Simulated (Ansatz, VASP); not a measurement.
FeSi in VASP and in Ansatz

```
Fe Si
1.0
     4.53000    0.00000    0.00000
     0.00000    4.53000    0.00000
     0.00000    0.00000    4.53000
Fe Si
4 4
Cartesian
  0.6029 0.6029 0.6029
  1.6621 3.9271 2.8679
  2.8679 1.6621 3.9271
  3.9271 2.8679 1.6621
  3.8026 3.8026 3.8026
  2.9924 0.7274 1.5376
  1.5376 2.9924 0.7274
  0.7274 1.5376 2.9924
```

Alike in both runs: functional PBE; k mesh 8 × 8 × 8; no spin polarisation.

Ansatz relaxed the structure, and its values are those at the end. VASP's run is a single point on that final structure, the one shown.

|  | VASP | Ansatz |
| --- | --- | --- |
| version | VASP 6.6.1 | Ansatz 0.2.0 |
| potentials or method | VASP PAW PBE potentials, release 64 (Fe, Si) | scalar-relativistic, plane waves, PAW |
| plane-wave cutoff (eV) | 520 | 420 |
| occupations | gaussian, width 0.01 eV | fixed |
| valence electrons in the cell | 48 | 80 |

VASP gave:

* gap on the k mesh at the Fermi level (eV): 0.16
* least direct gap on the mesh (eV): 0.18
* pressure (GPa): -10.3
* rms of the force components (eV/Å): 0.012

Problem. Which values does Ansatz return?

Solution. gap on the k mesh at the Fermi level (eV): 0.17; least direct gap on the mesh (eV): 0.18; pressure (GPa): -10.4; rms of the force components (eV/Å): 0.001.

VASP's potentials hold 48 valence electrons a cell and Ansatz's 80, so a difference there can come from the potentials and not from the codes. Ansatz's warnings: stress scf threshold loose.
